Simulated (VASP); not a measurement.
A run of VASP 6.6.1 is set up as follows.

POSCAR

```
HfO2
1.0
    4.8382036345      0.0000000000      0.0000000000
    0.0000000000      4.8382036345      0.0000000000
    0.0000000000      0.0000000000      3.2203479159
Hf O
2 4
Direct
    0.0000000000      0.0000000000     -0.0036660759
    0.5000000000      0.5000000000      0.5036660759
    0.1949191830      0.8050808170      0.5582235227
    0.3050808170      0.3050808170     -0.0582235227
    0.6949191830      0.6949191830     -0.0582235227
    0.8050808170      0.1949191830      0.5582235227
```

File INCAR.step1:

```
SYSTEM = HfO2
PREC = Accurate ; ENCUT = 520
ISMEAR = 0 ; SIGMA = 0.05
LREAL = .FALSE. ; LASPH = .TRUE.
NELM = 100 ; NBANDS = 31
GGA = PE ; ALGO = Normal
EDIFF = 1E-4 ; LWAVE = .TRUE.
LCHARG = .FALSE.
```

The input INCAR.step2:

```
SYSTEM = HfO2
PREC = Accurate ; ENCUT = 520
EDIFF = 1E-7 ; ISMEAR = 0
SIGMA = 0.05 ; LREAL = .FALSE.
LASPH = .TRUE. ; NELM = 100
ALGO = Normal ; ISIF = 2
LWAVE = .FALSE. ; LCHARG = .FALSE.
METAGGA = R2SCAN ; LMIXTAU = .TRUE.
NBANDS = 31 ; ISTART = 1
```

Contents of KPOINTS:

```
regular mesh
0
G
  6 6 8
  0 0 0
```

Potentials or basis: VASP PAW PBE potentials, release 64 (Hf_pv, O).

Launch:

```bash
$ cat potpaw_PBE.64/Hf_pv/POTCAR potpaw_PBE.64/O/POTCAR > POTCAR
$ cp INCAR.step1 INCAR
$ mpirun -np 1 vasp_std > vasp.out
$ cp INCAR.step2 INCAR
$ mpirun -np 1 vasp_std > vasp.out
```

(1) Predict the largest force.

(2) Estimate the pressure.

## Answers

(1) 2.115 eV/Å.

(2) 3.1 GPa.

Caveat: the cell differs from its parent crystal (atoms displaced along a vibrational mode); the cell stands under pressure; the PAW data sets were made with another functional, which shifts forces and pressure a little.
